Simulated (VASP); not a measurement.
Write the native input for VASP 6.6.1 that does the following.

```yaml
Task: single point
Functional: LDA
Potentials_or_basis: VASP PAW LDA potentials, release 64 (Bi_d)
Cutoff: 520 eV
k_mesh: 16 × 16 × 16
Occupations: gaussian, width 0.1 eV
Spin: no spin polarisation
Dipole_correction: no
Further_INCAR_settings: ALGO = Normal; EDIFF = 1e-07; NBANDS = 14
```

The structure of Bi lies in POSCAR:

```
Bi
1.0
   -1.9411403360      1.9411403360      1.9411403360
    1.9411403360     -1.9411403360      1.9411403360
    1.9411403360      1.9411403360     -1.9411403360
Bi
1
Direct
    0.0000000000      0.0000000000      0.0000000000
```

The input as run:

INCAR

```
  ALGO = Normal
  EDIFF = 1E-7
  ENCUT = 520
  ISIF = 2
  ISMEAR = 0
  LASPH = T
  LCHARG = F
  LREAL = F
  LWAVE = F
  NBANDS = 14
  NELM = 100
  PREC = Accurate
  SIGMA = 0.1
```

KPOINTS

```
k-points
0
Gamma
  16 16 16
```

Potentials or basis: VASP PAW LDA potentials, release 64 (Bi_d).

Launch:

```sh
$ cat potpaw_LDA.64/Bi_d/POTCAR > POTCAR
$ mpirun -np 1 vasp_std > vasp.out
```

It gave:

```json
{"Pressure": "0.1 GPa"}
```

Wall time 31 s on 1 thread of Intel(R) Xeon(R) Platinum 8488C (Sapphire Rapids), on a shared host, peak memory 0.17 GiB.
